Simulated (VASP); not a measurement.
## Cd2S: single point with PBE

The system is Cd2S.

```
CELL_PARAMETERS angstrom
3.53937 -1.93011 -0.05346
3.53937 1.93011 -0.05346
-0.60743 0.00000 5.91175
ATOMIC_POSITIONS crystal
Cd 0.51511 0.51511 0.46374
Cd 0.40812 0.40812 0.01261
S 0.07673 0.07673 0.77366
```

```json
{
 "Program": "VASP 6.6.1",
 "Task": "single point",
 "Functional": "PBE",
 "Potentials or basis": "VASP PAW PBE potentials, release 64 (Cd, S)",
 "Cutoff": "520 eV",
 "k mesh": "10 × 10 × 6",
 "Occupations": "gaussian, width 0.01 eV",
 "Spin": "no spin polarisation",
 "Dipole correction": "no",
 "Further INCAR settings": "ALGO = Normal; EDIFF = 1e-06; NBANDS = 22"
}
```

* Pressure: 0.2 GPa
* Largest force: 0.007 eV/Å
* Band gap on the k mesh: 0.25 eV (least direct gap 0.49 eV)

Forces in eV/Å, atoms in the order of the input:
```
Cd   0.003  0.000 -0.002
Cd   0.004  0.000  0.004
S   -0.007  0.000 -0.001
```

Stress tensor (GPa, compression positive):
```
0.16 0.00 0.06
0.00 0.21 0.00
0.06 0.00 0.37
```

Levels at points of the mesh, in eV from the valence-band top:
```
           k point  band 12  band 13  band 14  band 15  band 16  band 17  band 18  band 19
(0.00, 0.00, 0.00)    -3.82    -3.46    -1.01    -1.00     2.81     4.23     6.14     6.96
(0.50, 0.00, 0.00)    -4.81    -2.44    -1.79    -0.36     1.32     1.60     4.42     5.74
(0.50, 0.50, 0.00)    -4.59    -2.84    -1.64    -1.03     1.57     2.40     4.29     6.45
(0.00, 0.00, 0.50)    -5.38    -1.07    -0.93    -0.24     0.25     5.61     6.47     6.83
(0.50, 0.00, 0.50)    -4.66    -2.95    -2.00    -1.43     2.69     3.15     4.88     5.53
(0.50, 0.50, 0.50)    -4.36    -3.46    -1.45    -0.95     1.75     2.25     5.36     5.70
```

Run time: 2.5 min on 1 thread of Intel(R) Xeon(R) Platinum 8488C (Sapphire Rapids), on a shared host, peak memory 0.38 GiB.

A k mesh can miss the band edges.
